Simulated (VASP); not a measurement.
A run of VASP 6.6.1:

The input POSCAR:

```
RuS
1.0
    0.0000000000      2.4486422060      2.4486422060
    2.4486422060      0.0000000000      2.4486422060
    2.4486422060      2.4486422060      0.0000000000
Ru S
1 1
Direct
    0.5000000000      0.5000000000      0.5000000000
    0.0000000000      0.0000000000      0.0000000000
```

File INCAR.step1:

```
SYSTEM = RuS
  PREC = Accurate
  ENCUT = 520
  ISMEAR = 0
  SIGMA = 0.05
  LREAL = .FALSE.
  LASPH = .TRUE.
  NELM = 60
  NBANDS = 17
  GGA = PE
  ALGO = Normal
  EDIFF = 1E-4
  LWAVE = .TRUE.
  LCHARG = .FALSE.
```

INCAR.step2

```
SYSTEM = RuS
  PREC = Accurate
  ENCUT = 520
  EDIFF = 1E-6
  ISMEAR = 0
  SIGMA = 0.05
  LREAL = .FALSE.
  LASPH = .TRUE.
  NELM = 60
  ALGO = Normal
  ISIF = 2
  LWAVE = .FALSE.
  LCHARG = .TRUE.
  METAGGA = R2SCAN
  LMIXTAU = .TRUE.
  LELF = .TRUE.
  LVHAR = .TRUE.
  NBANDS = 17
  ISTART = 1
```

The input KPOINTS:

```
Automatic mesh
0
G
  12 12 12
  0 0 0
```

Potentials or basis: VASP PAW PBE potentials, release 64 (Ru_pv, S).

Command:

```sh
$ cat potpaw_PBE.64/Ru_pv/POTCAR potpaw_PBE.64/S/POTCAR > POTCAR
$ cp INCAR.step1 INCAR
$ mpirun -np 1 vasp_std > vasp.out
$ cp INCAR.step2 INCAR
$ mpirun -np 1 vasp_std > vasp.out
```

Hardware: 1 thread of Intel(R) Xeon(R) Platinum 8259CL CPU @ 2.50GHz (Skylake/Cascade Lake) (shared host).

Problem. How long does it take, and how much memory?

Solution. It took 3.4 min on 1 thread of Intel(R) Xeon(R) Platinum 8259CL CPU @ 2.50GHz (Skylake/Cascade Lake), with other jobs on the host, peak memory 0.19 GiB. Counts: k points 72.
